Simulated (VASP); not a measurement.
Input of a VASP 6.6.1 run:

Contents of INCAR:

```
SYSTEM = Na
ALGO = Normal ; EDIFF = 1E-8
ENCUT = 520 ; GGA = PS
ISIF = 2 ; ISMEAR = -1
LASPH = .True. ; LCHARG = .False.
LEFG = .True. ; LREAL = .False.
LWAVE = .False. ; NBANDS = 14
NELM = 100 ; PREC = Accurate
SIGMA = 0.05
```

Contents of KPOINTS:

```
k-points
0
Gamma
  13 13 7
  0 0 0
```

Contents of POSCAR:

```
Na
1.0
    3.8165724849      0.0000000000      0.0000000000
   -1.9082862425      3.3052487273      0.0000000000
    0.0000000000      0.0000000000      6.2349829711
Na
2
Direct
    0.3333333333      0.6666666667      0.2500000000
    0.6666666667      0.3333333333      0.7500000000
```

Potentials or basis: VASP PAW PBE potentials, release 64 (Na_pv).

The run is started by

```console
$ cat potpaw_PBE.64/Na_pv/POTCAR > POTCAR
$ mpirun -np 1 vasp_std > vasp.out
```

Predict the pressure.

-0.5 GPa.

Predict the band gap on the k mesh.

zero (bands 7 and 8 overlap by 3.25 eV).

Stress tensor (GPa, compression positive):
```
-0.57  0.00  0.00
 0.00 -0.57  0.00
 0.00  0.00 -0.46
```

Caveat: without QUAD_EFG the Cq values of the log hold for a quadrupole moment of 1 mb, not for the nuclei; the PAW data sets were made with another functional, which shifts forces and pressure a little.
